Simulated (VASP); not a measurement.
## Ir: single point with PBE

The system is Ir.

```
CELL_PARAMETERS angstrom
0.00000 2.48884 2.48884
2.48884 0.00000 2.48884
2.48884 2.48884 0.00000
ATOMIC_POSITIONS crystal
Ir 0.87500 0.87500 0.87500
Ir 0.12500 0.12500 0.12500
```

```
Program                : VASP 6.6.1
Task                   : single point
Functional             : PBE
Potentials or basis    : VASP PAW PBE potentials, release 64 (Ir)
Cutoff                 : 520 eV
k mesh                 : 14 × 14 × 14
Occupations            : fermi-dirac, width 0.08 eV
Spin                   : no spin polarisation
Dipole correction      : no
Further INCAR settings : ALGO = Normal; EDIFF = 1e-06; NBANDS = 16
```

```yaml
Pressure: 131.9 GPa
Band_gap_on_the_k_mesh: zero (band 9 reaches 11.74 eV, above the bottom of band 10 at 9.24 eV)
```

Levels at points of the mesh, in eV from the Fermi level:
```csv
k point,band 5,band 6,band 7,band 8,band 9,band 10,band 11,band 12,band 13,band 14
"(0.00, 0.00, 0.00)",-6.64,-6.64,-2.56,-2.56,-2.56,1.75,1.75,11.68,12.60,13.08
"(0.50, 0.00, 0.00)",-7.19,-7.19,-3.04,-1.23,-1.23,0.67,0.67,2.18,9.85,11.63
"(0.50, 0.50, 0.00)",-4.56,-4.56,-3.90,-3.90,1.12,1.12,2.82,2.82,4.14,4.14
```

Run time: 110 s on 1 thread of Intel Xeon 8259CL, on a shared host, peak memory 0.19 GiB.

Caveat: spin-orbit coupling is left out, which moves the levels of the heavy elements.
